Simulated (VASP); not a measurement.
# Cs (P6_3/mmc) in VASP: further runs

Runs on Cs. Level: PBE. Tasks: single point.

Program: VASP 6.6.1. These are calculated values, not measurements. Logs are shortened: lines on timing, memory, paths and dates and some standing lists are left out, and cuts for length are marked.

### 1 The cell of the first run

It takes space group P6_3/mmc (No. 194, hexagonal). Conventional cell: a = 4.504 Å, b = 4.504 Å, c = 7.297 Å, α = 90.00°, β = 90.00°, γ = 120.00°. Cs (site symmetry -6m2) has 12 Cs at 4.48 to 4.50 Å within 5.9 Å.

### 2 Single point, PBE (volume scaled by 0.55)

INCAR

```
SYSTEM = Cs
PREC     = Accurate       ! precision mode
ENCUT    = 520            ! plane-wave cutoff, eV
EDIFF    = 1E-6           ! SCF threshold, eV
ISMEAR   = -1             ! smearing method
SIGMA    = 0.05           ! smearing width, eV
LREAL    = .FALSE.        ! projectors in reciprocal space
LASPH    = .TRUE.         ! aspherical terms in the spheres
NELM     = 60             ! most SCF steps
ALGO     = Normal         ! electronic algorithm
ISIF     = 2              ! what is computed and relaxed
LWAVE    = .FALSE.        ! write WAVECAR
LCHARG   = .TRUE.         ! write CHGCAR
GGA      = PE             ! functional
LELF     = .TRUE.         ! ELF
LVHAR    = .TRUE.       
NBANDS   = 16             ! bands
```

KPOINTS

```
regular mesh
0
G
  8 8 5
  0 0 0
```

POSCAR

```
Cs
1.0
    4.5042089600      0.0000000000      0.0000000000
   -2.2521044800      3.9007593833      0.0000000000
    0.0000000000      0.0000000000      7.2968185152
Cs
2
Direct
    0.3333333333      0.6666666667      0.2500000000
    0.6666666667      0.3333333333      0.7500000000
```

Potentials or basis: VASP PAW PBE potentials, release 64 (Cs_sv).

Run with:

```bash
$ cat potpaw_PBE.64/Cs_sv/POTCAR > POTCAR
$ mpirun -np 1 vasp_std > vasp.out
```

OUTCAR:

```text
SYSTEM = Cs
   PREC = Accurate
   ENCUT = 520
   EDIFF = 1E-6
   ISMEAR = -1
   LREAL = .FALSE.
   LASPH = .TRUE.
   NELM = 60
   ISIF = 2
   GGA = PE

 ion  position               nearest neighbor table
   1  0.333  0.667  0.250-
   2  0.667  0.333  0.750-

  LATTYP: Found a hexagonal cell.
 ALAT       =     4.5042089600
 C/A-ratio  =     1.6200000000

  Lattice vectors:

 A1 = (   4.5042089600,   0.0000000000,   0.0000000000)
 A2 = (  -2.2521044800,   3.9007593833,   0.0000000000)
 A3 = (   0.0000000000,   0.0000000000,   7.2968185152)

Analysis of symmetry for initial positions (statically):
=====================================================================
 Subroutine PRICEL returns:
 Original cell was already a primitive cell.

 Routine SETGRP: Setting up the symmetry group for a
 hexagonal supercell.

 Subroutine GETGRP returns: Found 24 space group operations
 (whereof 12 operations were pure point group operations)
 out of a pool of 24 trial point group operations.

The static configuration has the point symmetry D_3d.
 The point group associated with its full space group is D_6h.

Analysis of symmetry for dynamics (positions and initial velocities):
=====================================================================
 Subroutine PRICEL returns:
 Original cell was already a primitive cell.

 Routine SETGRP: Setting up the symmetry group for a
 hexagonal supercell.

 Subroutine GETGRP returns: Found 24 space group operations
 (whereof 12 operations were pure point group operations)
 out of a pool of 24 trial point group operations.

The dynamic configuration has the point symmetry D_3d.
 The point group associated with its full space group is D_6h.

 Subroutine INISYM returns: Found 24 space group operations
 (whereof 12 operations are pure point group operations),
 and found     1 'primitive' translations

----------------------------------------------------------------------------------------

                                     Primitive cell

  volume of cell :     128.2039

  direct lattice vectors                    reciprocal lattice vectors
     4.504208960  0.000000000  0.000000000     0.222014567  0.128180170  0.000000000
    -2.252104480  3.900759383  0.000000000     0.000000000  0.256360340  0.000000000
     0.000000000  0.000000000  7.296818515     0.000000000  0.000000000  0.137046029

  length of vectors
     4.504208960  4.504208960  7.296818515     0.256360340  0.256360340  0.137046029

  position of ions in fractional coordinates (direct lattice)
     0.333333333  0.666666667  0.250000000
     0.666666667  0.333333333  0.750000000

  ion indices of the primitive-cell ions
   primitive index   ion index
                 1           1
                 2           2

----------------------------------------------------------------------------------------

 KPOINTS: regular mesh

Automatic generation of k-mesh.
 Grid dimensions read from file:
 generate k-points for:    8    8    5

 Generating k-lattice:

  Cartesian coordinates                     Fractional coordinates (reciprocal lattice)
     0.027751821  0.016022521  0.000000000     0.125000000  0.000000000  0.000000000
     0.000000000  0.032045042  0.000000000     0.000000000  0.125000000  0.000000000
     0.000000000  0.000000000  0.027409206     0.000000000  0.000000000  0.200000000

  Length of vectors
     0.032045042  0.032045042  0.027409206

  Shift w.r.t. Gamma in fractional coordinates (k-lattice)
     0.000000000  0.000000000  0.000000000

 Subroutine IBZKPT returns following result:
 ===========================================

 Found     30 irreducible k-points:

 Following reciprocal coordinates:
            Coordinates               Weight
  0.000000  0.000000  0.000000      1.000000
  0.125000  0.000000  0.000000      6.000000
  0.250000  0.000000  0.000000      6.000000
  0.375000  0.000000  0.000000      6.000000
  0.500000  0.000000  0.000000      3.000000
  0.125000  0.125000  0.000000      6.000000
[... 16 lines left out ...]
  0.250000  0.000000  0.400000     12.000000
  0.375000  0.000000  0.400000     12.000000
 [... further k-points ...]
   k-points           NKPTS =     30   k-points in BZ     NKDIM =     30   number of bands    NBANDS=     16
   number of dos      NEDOS =    301   number of ions     NIONS =      2
   total plane-waves  NPLWV =  69984
   dimension x,y,z NGX =    36 NGY =   36 NGZ =   54
   dimension x,y,z NGXF=    72 NGYF=   72 NGZF=  108
   ions per type =               2
   NGX,Y,Z   is equivalent  to a cutoff of  13.29, 13.29, 12.30 a.u.
   NGXF,Y,Z  is equivalent  to a cutoff of  26.57, 26.57, 24.61 a.u.
 SYSTEM =  Cs
   PREC   = accura    normal or accurate (medium, high low for compatibility)
   ISTART =      0    job   : 0-new  1-cont  2-samecut
   ICHARG =      2    charge: 1-file 2-atom 10-const
   ISPIN  =      1    spin polarized calculation?
   LNONCOLLINEAR =      F non collinear calculations
   LSORBIT =      F    spin-orbit coupling
   LASPH  =      T    aspherical Exc in radial PAW
   ENCUT  =  520.0 eV  38.22 Ry    6.18 a.u.   8.37  8.37 13.57*2*pi/ulx,y,z
   NELM   =     60;   NELMIN=  2; NELMDL= -5     # of ELM steps
   EDIFF  = 0.1E-05   stopping-criterion for ELM
   LREAL  =      F    real-space projection
   EDIFFG = 0.1E-04   stopping-criterion for IOM
   NSW    =      0    number of steps for IOM
   IBRION =     -1    ionic relax: 0-MD 1-quasi-New 2-CG
   NFREE  =      0    steps in history (QN), initial steepest desc. (CG)
   ISIF   =      2    stress and relaxation
   ISYM   =      2    0-nonsym 1-usesym 2-fastsym
   POTIM  = 0.5000    time-step for ionic-motion
   TEBEG  =    0.0;   TEEND  =   0.0 temperature during run
   PSTRESS=    0.0 pullay stress
   NELECT =      18.0000    total number of electrons
   NUPDOWN=      -1.0000    fix difference up-down
   EMIN   =  10.00;   EMAX   =-10.00  energy-range for DOS
   EFERMI =   0.00;   METHOD = LEGACY
   ISMEAR =    -1;   SIGMA  =   0.05  broadening in eV -4-tet -1-fermi 0-gaus
   EFERMI_NEDOS =   21; number of points for ismear=-14 and -15
   IALGO  =     38    algorithm
   IMIX   =      4    mixing-type and parameters
     AMIX     =   0.40;   BMIX     =  1.00
     AMIX_MAG =   1.60;   BMIX_MAG =  1.00
  volume/ion in A,a.u.               =      64.10       432.58
  Fermi-wavevector in a.u.,A,eV,Ry     =   0.850874  1.607919  9.850435  0.723987
  Thomas-Fermi vector in A             =   1.966919
   LORBIT       =      0    0 simple, 1 ext, 2 COOP (PROOUT), +10 PAW based schemes
   GGA     = PE    functional components
   LHFCALC =     F    Hartree Fock is set to
   AEXX    =    0.0000 exact exchange contribution
   IVDW    =     0    specifies the selected vdW correction
   LEPSILON=     F    determine dielectric tensor
   LRPA    =     F    only Hartree local field effects (RPA)
 non-spin polarized calculation
  energy-cutoff  :      520.00
  volume of cell :      128.20
 maximum number of plane-waves:      3489
 NGX is ok and might be reduce to    36

 number of electron      18.0000005 magnetization

 Free energy of the ion-electron system (eV)
  ---------------------------------------------------
  ext. energy  EPLUGINS =         0.00000000
  ---------------------------------------------------
  free energy    TOTEN  =        -1.06726735 eV

  energy without entropy =       -1.04516325  energy(sigma->0) =       -1.05621530

 E-fermi :   2.4052     XC(G=0):  -7.1361

 val. band max:        2.3693305107   @ k =   0.1250   0.0000   0.0000
 cond. band min:       2.4080881926   @ k =   0.5000   0.0000   0.0000
 fundamental gap:      0.0387576820
 Fermi energy:         2.4051512989

 k-point     1 :       0.0000    0.0000    0.0000
  band No.  band energies     occupation
      1     -21.3444      2.00000
      2     -21.2603      2.00000
      3      -8.6264      2.00000
      4      -7.9071      2.00000
      5      -7.9071      2.00000
      6      -7.8014      2.00000
[... 8 lines left out ...]
     15       5.5725      0.00000
     16       5.5725      0.00000

 k-point     2 :       0.1250    0.0000    0.0000
  band No.  band energies     occupation
      1     -21.3340      2.00000
      2     -21.2556      2.00000
      3      -8.5865      2.00000
      4      -8.0046      2.00000
      5      -7.9369      2.00000
      6      -7.9028      2.00000
[... 8 lines left out ...]
     15       5.5132      0.00000
     16       5.6461      0.00000

 k-point     3 :       0.2500    0.0000    0.0000
  band No.  band energies     occupation
      1     -21.3077      2.00000
      2     -21.2450      2.00000
      3      -8.4785      2.00000
      4      -8.2354      2.00000
      5      -8.1243      2.00000
      6      -8.0035      2.00000
[... 8 lines left out ...]
     15       5.3168      0.00000
     16       6.0416      0.00000

 k-point     4 :       0.3750    0.0000    0.0000
  band No.  band energies     occupation
      1     -21.2784      2.00000
      2     -21.2373      2.00000
      3      -8.4565      2.00000
      4      -8.3390      2.00000
      5      -8.3223      2.00000
      6      -8.0652      2.00000
[... 8 lines left out ...]
     15       4.9743      0.00000
     16       7.0624      0.00000
[... 324 lines left out ...]
 k-point    22 :       0.1250    0.0000    0.4000
  band No.  band energies     occupation
      1     -21.3072      2.00000
      2     -21.2830      2.00000
      3      -8.3593      2.00000
      4      -8.1436      2.00000
      5      -7.9455      2.00000
      6      -7.8950      2.00000
[... 8 lines left out ...]
     15       5.1504      0.00000
     16       5.3183      0.00000

 k-point    23 :       0.2500    0.0000    0.4000
  band No.  band energies     occupation
      1     -21.2862      2.00000
      2     -21.2668      2.00000
      3      -8.3989      2.00000
      4      -8.2960      2.00000
      5      -8.0612      2.00000
      6      -7.9506      2.00000
[... 8 lines left out ...]
     15       5.5311      0.00000
     16       5.8264      0.00000

 k-point    24 :       0.3750    0.0000    0.4000
  band No.  band energies     occupation
      1     -21.2642      2.00000
      2     -21.2515      2.00000
      3      -8.5275      2.00000
      4      -8.4748      2.00000
      5      -8.0701      2.00000
      6      -8.0039      2.00000
[... 8 lines left out ...]
     15       5.5889      0.00000
     16       6.2711      0.00000

 [... further k-points ...]
[... 5 lines left out ...]
  --------------------------------------------------------------------------------------
  -------------------------------------------------------------------------------------
  Total        2.1756390      2.1756390      2.3298270      0.0000000     -0.0000000      0.0000000
  in kB       27.1891839     27.1891839     29.1160883      0.0000000     -0.0000000      0.0000000
  external PRESSURE =      27.8314854 kB  Pullay stress =       0.0000000 kB

 VOLUME and BASIS-vectors are now :
 -----------------------------------------------------------------------------
  energy-cutoff  :      520.00
  volume of cell :      128.20
      direct lattice vectors                 reciprocal lattice vectors
     4.504208960  0.000000000  0.000000000     0.222014567  0.128180170  0.000000000
    -2.252104480  3.900759383  0.000000000     0.000000000  0.256360340  0.000000000
     0.000000000  0.000000000  7.296818515     0.000000000  0.000000000  0.137046029

 POSITION                                       TOTAL-FORCE (eV/Angst)
 -----------------------------------------------------------------------------------
     -0.00000      2.60051      1.82420         0.000000     -0.000000      0.000000
      2.25210      1.30025      5.47261        -0.000000      0.000000      0.000000
 -----------------------------------------------------------------------------------
    total drift:                               -0.000000      0.000000     -0.000000

  FREE ENERGIE OF THE ION-ELECTRON SYSTEM (eV)
  ---------------------------------------------------
  free  energy   TOTEN  =        -1.0672673507 eV

  energy  without entropy=       -1.0451632522  energy(sigma->0) =       -1.05621530
```

Wall time 46 s (1 thread of Intel Xeon 6975P-C, shared host); peak memory 0.25 GiB.

What came out:

```
Free energy            : -1.0673 eV
Pressure               : 2.8 GPa
Band gap on the k mesh : zero (band 9 reaches 2.76 eV, above the bottom of band 10 at 1.63 eV)
```

Stress tensor (GPa, compression positive):
```
2.72 0.00 0.00
0.00 2.72 0.00
0.00 0.00 2.91
```

Caveat: the cell differs from its parent crystal (volume scaled by 0.55); spin-orbit coupling is left out, which moves the levels of the heavy elements.

### 3 Single point, PBE

This run uses another cell than the first one, of 75.76 Å³/atom, 1.182 times its volume.

INCAR

```
PREC = Accurate
ENCUT = 520
EDIFF = 1E-6
ISMEAR = -1
SIGMA = 0.05
LREAL = F
LASPH = T
NELM = 100
ALGO = Normal
ISIF = 2
LWAVE = F
LCHARG = F
GGA = PE
NBANDS = 16
```

KPOINTS

```
regular mesh
0
Gamma
  8 8 5
```

POSCAR

```
Cs
1.0
    4.7621391996      0.0000000000      0.0000000000
   -2.3810695998      4.1241335232      0.0000000000
    0.0000000000      0.0000000000      7.7146655033
Cs
2
Direct
    0.3333333333      0.6666666667      0.2500000000
    0.6666666667      0.3333333333      0.7500000000
```

Potentials or basis: VASP PAW PBE potentials, release 64 (Cs_sv).

Run with:

```bash
$ cat potpaw_PBE.64/Cs_sv/POTCAR > POTCAR
$ mpirun -np 1 vasp_std > vasp.out
```

OUTCAR:

```text
PREC = Accurate
   ENCUT = 520
   EDIFF = 1E-6
   ISMEAR = -1
   LREAL = F
   LASPH = T
   NELM = 100
   ISIF = 2
   GGA = PE

 ion  position               nearest neighbor table
   1  0.333  0.667  0.250-
   2  0.667  0.333  0.750-

  LATTYP: Found a hexagonal cell.
 ALAT       =     4.7621391996
 C/A-ratio  =     1.6200000000

  Lattice vectors:
[... 190 lines left out ...]
      1     -21.9818      2.00000
      2     -21.9394      2.00000
      3      -9.0978      2.00000
      4      -8.6495      2.00000
      5      -8.6495      2.00000
      6      -8.5818      2.00000
[... 433 lines left out ...]
      3      -9.0353      2.00000
      4      -9.0016      2.00000
      5      -8.7488      2.00000
      6      -8.7093      2.00000
[... 8 lines left out ...]
     15       4.7611      0.00000
     16       5.3154      0.00000

 [... further k-points ...]
[... 5 lines left out ...]
  --------------------------------------------------------------------------------------
  -------------------------------------------------------------------------------------
  Total        1.5259250      1.5259250      1.5810820      0.0000000     -0.0000000      0.0000000
  in kB       16.1358512     16.1358512     16.7191073      0.0000000     -0.0000000      0.0000000
  external PRESSURE =      16.3302699 kB  Pullay stress =       0.0000000 kB

 VOLUME and BASIS-vectors are now :
 -----------------------------------------------------------------------------
  energy-cutoff  :      520.00
  volume of cell :      151.51
      direct lattice vectors                 reciprocal lattice vectors
     4.762139200  0.000000000  0.000000000     0.209989662  0.121237588  0.000000000
    -2.381069600  4.124133523  0.000000000     0.000000000  0.242475176  0.000000000
     0.000000000  0.000000000  7.714665503     0.000000000  0.000000000  0.129623248

 POSITION                                       TOTAL-FORCE (eV/Angst)
 -----------------------------------------------------------------------------------
     -0.00000      2.74942      1.92867         0.000000      0.000000     -0.000000
      2.38107      1.37471      5.78600        -0.000000     -0.000000      0.000000
 -----------------------------------------------------------------------------------
    total drift:                               -0.000000      0.000000     -0.000000

  FREE ENERGIE OF THE ION-ELECTRON SYSTEM (eV)
  ---------------------------------------------------
  free  energy   TOTEN  =        -1.3820879453 eV

  energy  without entropy=       -1.3523075717  energy(sigma->0) =       -1.36719776
```

stdout:

```text
POSCAR found type information on POSCAR Cs
 POSCAR found :  1 types and       2 ions
 scaLAPACK will be used
 LDA part: xc-table for (Slater+PW92), standard interpolation
 POSCAR, INCAR and KPOINTS ok, starting setup
 FFT: planning ... GRIDC
 FFT: planning ... GRID_SOFT
 FFT: planning ... GRID
 WAVECAR not read
 entering main loop
```

Wall time 50 s (1 thread of Intel Xeon 6975P-C, shared host); peak memory 0.27 GiB.

Results:

* Free energy: -1.3821 eV
* Pressure: 1.6 GPa
* Band gap on the k mesh: zero (band 9 reaches 2.29 eV, above the bottom of band 10 at 0.89 eV)

Levels at points of the mesh, in eV from the Fermi level:
```tsv
k point	band 5	band 6	band 7	band 8	band 9	band 10	band 11	band 12	band 13	band 14
(0.00, 0.00, 0.00)	-10.39	-10.32	-10.32	-10.32	-2.06	-0.21	1.46	2.55	2.55	2.64
(0.50, 0.00, 0.00)	-10.61	-10.51	-10.44	-10.39	-0.02	0.26	0.48	1.14	2.06	2.42
```

Caveat: spin-orbit coupling is left out, which moves the levels of the heavy elements.

### 4 Single point, PBE

INCAR

```
SYSTEM = Cs
  ALGO = Normal
  EDIFF = 1E-6
  ENCUT = 520
  GGA = PE
  ISIF = 2
  ISMEAR = -1
  LASPH = .True.
  LCHARG = .False.
  LREAL = .False.
  LWAVE = .False.
  NBANDS = 16
  NELM = 60
  PREC = Accurate
  SIGMA = 0.05
```

KPOINTS

```
k-points
0
Gamma
  8 8 5
  0 0 0
```

POSCAR is that of step 3.

Run with:

```bash
$ cat potpaw_PBE.64/Cs_sv/POTCAR > POTCAR
$ mpirun -np 1 vasp_std > vasp.out
```

Wall time 53 s (1 thread of Intel Xeon 6975P-C, shared host); peak memory 0.27 GiB.

It converged, with:

- Free energy: -1.3821 eV
- Pressure: 1.6 GPa
- Band gap on the k mesh: zero (band 9 reaches 2.29 eV, above the bottom of band 10 at 0.89 eV)

Levels at points of the mesh, in eV from the Fermi level:
| k point | band 7 | band 8 | band 9 | band 10 | band 11 | band 12 |
| --- | --- | --- | --- | --- | --- | --- |
| (0.00, 0.00, 0.00) | -10.32 | -10.32 | -2.06 | -0.21 | 1.46 | 2.55 |
| (0.50, 0.00, 0.00) | -10.44 | -10.39 | -0.02 | 0.26 | 0.48 | 1.14 |

Caveat: spin-orbit coupling is left out, which moves the levels of the heavy elements.
